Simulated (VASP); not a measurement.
# B (P6_3/mmc) in VASP: relaxation of cell and atoms with r2SCAN

Aim: the relaxation of cell and atoms of B with r2SCAN.

Everything below comes from runs of VASP 6.6.1. Logs are shortened: lines on timing, memory, paths and dates and some standing lists are left out, and cuts for length are marked.

**1. The cell of the first run**

Symmetry: P6_3/mmc, No. 194, hexagonal system. Conventional cell: a = 2.983 Å, b = 2.983 Å, c = 4.144 Å, α = 90.00°, β = 90.00°, γ = 120.00°. Within 2.3 Å of B (site symmetry -6m2) lie 5 B at 1.72 to 2.07 Å. Within 2.3 Å of B (site symmetry -6m2) lie 3 B at 1.72 Å.

This isn't the form of B at room conditions, which is rhombohedral.

**2. Relaxation of cell and atoms, r2SCAN**

POSCAR

```
B
1.0
    2.9827251539      0.0000000000      0.0000000000
   -1.4913625770      2.5831157558      0.0000000000
    0.0000000000      0.0000000000      4.1440373989
B
4
Direct
    0.0000000000      0.0000000000      0.2500000000
    0.0000000000      0.0000000000      0.7500000000
    0.3333333333      0.6666666667      0.2500000000
    0.6666666667      0.3333333333      0.7500000000
```

INCAR.step1

```
  ALGO = Normal
  EDIFF = 1E-4
  ENCUT = 600
  GGA = PE
  ISMEAR = 0
  LASPH = True
  LCHARG = False
  LREAL = False
  LWAVE = True
  NELM = 60
  PREC = Accurate
  SIGMA = 0.1
```

INCAR.step2

```
  ALGO = Normal
  EDIFF = 1E-6
  EDIFFG = -0.01
  ENCUT = 600
  IBRION = 2
  ISIF = 3
  ISMEAR = 0
  ISTART = 1
  LASPH = True
  LCHARG = False
  LMIXTAU = True
  LREAL = False
  LWAVE = False
  METAGGA = R2SCAN
  NELM = 60
  NSW = 80
  PREC = Accurate
  SIGMA = 0.1
```

KPOINTS

```
k-points
0
Gamma
  18 18 10
```

Potentials or basis: VASP PAW PBE potentials, release 64 (B).

Launch:

```sh
> cat potpaw_PBE.64/B/POTCAR > POTCAR
> cp INCAR.step1 INCAR
> mpirun -np 1 vasp_std > vasp.out
> cp INCAR.step2 INCAR
> mpirun -np 1 vasp_std > vasp.out
```

OUTCAR:

```text
EDIFF = 1E-6
   EDIFFG = -0.01
   ENCUT = 600
   IBRION = 2
   ISIF = 3
   ISMEAR = 0
   ISTART = 1
   LASPH = True
   LREAL = False
   METAGGA = R2SCAN
   NELM = 60
   NSW = 80
   PREC = Accurate

 ion  position               nearest neighbor table
   1  0.000  0.000  0.250-   3 1.72   3 1.72   3 1.72   2 2.07   2 2.07
   2  0.000  0.000  0.750-   4 1.72   4 1.72   4 1.72   1 2.07   1 2.07
   3  0.333  0.667  0.250-   1 1.72   1 1.72   1 1.72
   4  0.667  0.333  0.750-   2 1.72   2 1.72   2 1.72

  LATTYP: Found a hexagonal cell.
 ALAT       =     2.9827251539
 C/A-ratio  =     1.3893460460

  Lattice vectors:

 A1 = (   2.9827251539,   0.0000000000,   0.0000000000)
 A2 = (  -1.4913625770,   2.5831157558,   0.0000000000)
 A3 = (   0.0000000000,   0.0000000000,   4.1440373989)

Analysis of symmetry for initial positions (statically):
=====================================================================
 Subroutine PRICEL returns:
 Original cell was already a primitive cell.

 Routine SETGRP: Setting up the symmetry group for a
 hexagonal supercell.

 Subroutine GETGRP returns: Found 24 space group operations
 (whereof 12 operations were pure point group operations)
 out of a pool of 24 trial point group operations.

The static configuration has the point symmetry D_3d.
 The point group associated with its full space group is D_6h.

Analysis of symmetry for dynamics (positions and initial velocities):
=====================================================================
 Subroutine PRICEL returns:
 Original cell was already a primitive cell.

 Routine SETGRP: Setting up the symmetry group for a
 hexagonal supercell.

 Subroutine GETGRP returns: Found 24 space group operations
 (whereof 12 operations were pure point group operations)
 out of a pool of 24 trial point group operations.

The dynamic configuration has the point symmetry D_3d.
 The point group associated with its full space group is D_6h.

 Subroutine INISYM returns: Found 24 space group operations
 (whereof 12 operations are pure point group operations),
 and found     1 'primitive' translations

----------------------------------------------------------------------------------------

                                     Primitive cell

  volume of cell :      31.9287

  direct lattice vectors                    reciprocal lattice vectors
[... 109 lines left out ...]
   IMIX   =      4    mixing-type and parameters
     AMIX     =   0.40;   BMIX     =  1.00
     AMIX_MAG =   1.60;   BMIX_MAG =  1.00
  volume/ion in A,a.u.               =       7.98        53.87
  Fermi-wavevector in a.u.,A,eV,Ry     =   1.181431  2.232581 18.990726  1.395779
  Thomas-Fermi vector in A             =   2.317704
   LORBIT       =      0    0 simple, 1 ext, 2 COOP (PROOUT), +10 PAW based schemes
   METAGGA = R2SCAN    functional components
   LHFCALC =     F    Hartree Fock is set to
   AEXX    =    0.0000 exact exchange contribution
   IVDW    =     0    specifies the selected vdW correction
   LEPSILON=     F    determine dielectric tensor
   LRPA    =     F    only Hartree local field effects (RPA)
 conjugate gradient relaxation of ions
 non-spin polarized calculation
 Gauss-broadening in eV      SIGMA  =   0.10
  energy-cutoff  :      600.00
  volume of cell :       31.93
 maximum number of plane-waves:      1090
 NGX is ok and might be reduce to    24
   NGX = 11   NGY = 11   NGZ = 17

--------------------------------------- Ionic step        1  -------------------------------------------

 number of electron      11.9999999 magnetization

 Free energy of the ion-electron system (eV)
  ---------------------------------------------------
  ext. energy  EPLUGINS =         0.00000000
  ---------------------------------------------------
  free energy    TOTEN  =       -25.68440791 eV

  energy without entropy =      -25.67830455  energy(sigma->0) =      -25.68135623

------------------------ aborting loop because EDIFF is reached ----------------------------------------

  FORCE on cell =-STRESS in cart. coord.  units (eV):
  Direction    XX          YY          ZZ          XY          YZ          ZX
  --------------------------------------------------------------------------------------
  -------------------------------------------------------------------------------------
  Total        0.2638205      0.2638205     -0.4380461     -0.0000000      0.0000000      0.0000000
  in kB       13.2384858     13.2384858    -21.9811081     -0.0000000      0.0000000      0.0000000
  external PRESSURE =       1.4986212 kB  Pullay stress =       0.0000000 kB
[... 139 lines left out ...]
--------------------------------------- Ionic step        5  -------------------------------------------

 number of electron      12.0000000 magnetization

 Free energy of the ion-electron system (eV)
  ---------------------------------------------------
  ext. energy  EPLUGINS =         0.00000000
  ---------------------------------------------------
  free energy    TOTEN  =       -25.68803750 eV

  energy without entropy =      -25.68221198  energy(sigma->0) =      -25.68512474

 E-fermi :   5.0531     XC(G=0): -12.1433

 val. band max:        5.0291602632   @ k =   0.2222  -0.0000   0.4000
 cond. band min:       5.0601602255   @ k =   0.5000   0.0000   0.2000
 fundamental gap:      0.0309999623
 Fermi energy:         5.0530889596

 k-point     1 :       0.0000    0.0000    0.0000
  band No.  band energies     occupation
      1      -9.7328      2.00000
      2      -2.0187      2.00000
      3      -1.9500      2.00000
      4       4.8671      1.99147
      5       4.8671      1.99147
      6       6.6224      0.00000
      7       6.6224      0.00000
      8      13.3927      0.00000
      9      13.5141      0.00000
     10      13.5141      0.00000
[... 287 lines left out ...]
 k-point    24 :       0.3889    0.1111    0.0000
  band No.  band energies     occupation
      1      -5.9938      2.00000
      2      -3.7770      2.00000
      3       0.3520      2.00000
      4       1.1128      2.00000
      5       1.8135      2.00000
      6       2.4618      2.00000
      7       5.2125      0.02417
      8       5.9047      0.00000
      9      10.8630      0.00000
     10      10.9970      0.00000

 [... further k-points ...]

------------------------ aborting loop because EDIFF is reached ----------------------------------------

  FORCE on cell =-STRESS in cart. coord.  units (eV):
  Direction    XX          YY          ZZ          XY          YZ          ZX
  --------------------------------------------------------------------------------------
  -------------------------------------------------------------------------------------
  Total       -0.0026427     -0.0026427      0.0022835      0.0000000      0.0000000      0.0000000
  in kB       -0.1338039     -0.1338039      0.1156148      0.0000000      0.0000000      0.0000000
  external PRESSURE =      -0.0506643 kB  Pullay stress =       0.0000000 kB
[... 19 lines left out ...]
  FREE ENERGIE OF THE ION-ELECTRON SYSTEM (eV)
  ---------------------------------------------------
  free  energy   TOTEN  =       -25.6880375018 eV

  energy  without entropy=      -25.6822119837  energy(sigma->0) =      -25.68512474

 reached required accuracy - stopping structural energy minimisation
```

OSZICAR.step1:

```text
N       E                     dE             d eps       ncg     rms          rms(c)
DAV:   1     0.160178090327E+02    0.16018E+02   -0.61328E+03  4440   0.120E+03
DAV:   2    -0.226091176830E+02   -0.38627E+02   -0.36648E+02  6508   0.168E+02
DAV:   3    -0.239862631442E+02   -0.13771E+01   -0.13301E+01  5408   0.278E+01
DAV:   4    -0.239958266653E+02   -0.95635E-02   -0.95457E-02  5422   0.229E+00
DAV:   5    -0.239958790540E+02   -0.52389E-04   -0.52384E-04  5262   0.150E-01    0.594E+00
DAV:   6    -0.234383445773E+02    0.55753E+00   -0.45628E-01  5102   0.449E+00    0.339E+00
DAV:   7    -0.232498973747E+02    0.18845E+00   -0.37735E-01  4728   0.420E+00    0.552E-01
DAV:   8    -0.232494007188E+02    0.49666E-03   -0.81624E-03  5000   0.772E-01    0.148E-01
DAV:   9    -0.232495221733E+02   -0.12145E-03   -0.63528E-04  4960   0.240E-01    0.297E-02
DAV:  10    -0.232494991523E+02    0.23021E-04   -0.10395E-04  2464   0.703E-02
   1 F= -.23249499E+02 E0= -.23245941E+02  d E =-.711676E-02
```

It took 8.3 min on 1 thread of Intel Xeon Platinum 8488C (Sapphire Rapids), shared host; peak memory 0.2 GiB.

What came out:

* Free energy: -25.6880 eV
* Relaxed volume: 7.91 Å³/atom
* Relaxed cell: a = 2.990 Å, b = 2.990 Å, c = 4.087 Å, α = 90.00°, β = 90.00°, γ = 120.00°
* Space group after relaxing (to 0.1 Å): P6_3/mmc (No. 194)
* Energy gained by relaxing: 0.9 meV/atom
* Ionic steps: 5
* Pressure after relaxing: 0.0 GPa
* Band gap on the k mesh: zero (bands 6 and 7 overlap by 3.82 eV)

The path:
```
step  energy change (eV)  largest force (eV/Å)  pressure (GPa)  volume (Å³)
   1              0.0000                0.0000            0.15        31.93
   2             -0.0023                0.0000           -1.03        31.96
   3             -0.0023                0.0000           -1.21        31.97
   4             -0.0036                0.0000           -0.21        31.70
   5             -0.0036                0.0000           -0.01        31.64
```

Final structure:
```
B
1.0
     2.98994    0.00000    0.00000
    -1.49497    2.58937    0.00000
     0.00000    0.00000    4.08734
B
4
Cartesian
  0.0000 0.0000 1.0218
  0.0000 0.0000 3.0655
  0.0000 1.7262 1.0218
  1.4950 0.8631 3.0655
```

Levels at points of the mesh, in eV from the Fermi level:
| k point | band 2 | band 3 | band 4 | band 5 | band 6 | band 7 | band 8 | band 9 | band 10 |
| --- | --- | --- | --- | --- | --- | --- | --- | --- | --- |
| (0.00, 0.00, 0.00) | -7.07 | -7.00 | -0.19 | -0.19 | 1.57 | 1.57 | 8.34 | 8.46 | 8.46 |
| (0.50, 0.00, 0.00) | -9.66 | -3.72 | -3.54 | -3.41 | -3.08 | 0.25 | 0.59 | 4.66 | 6.93 |
| (0.00, 0.00, 0.50) | -12.83 | 0.83 | 0.83 | 0.83 | 0.83 | 1.90 | 1.90 | 8.27 | 8.27 |
| (0.50, 0.00, 0.50) | -8.77 | -7.71 | -7.71 | -1.88 | -1.88 | 4.24 | 4.24 | 4.88 | 4.88 |

Caveat: the PAW data sets were made with another functional, which shifts forces and pressure a little.
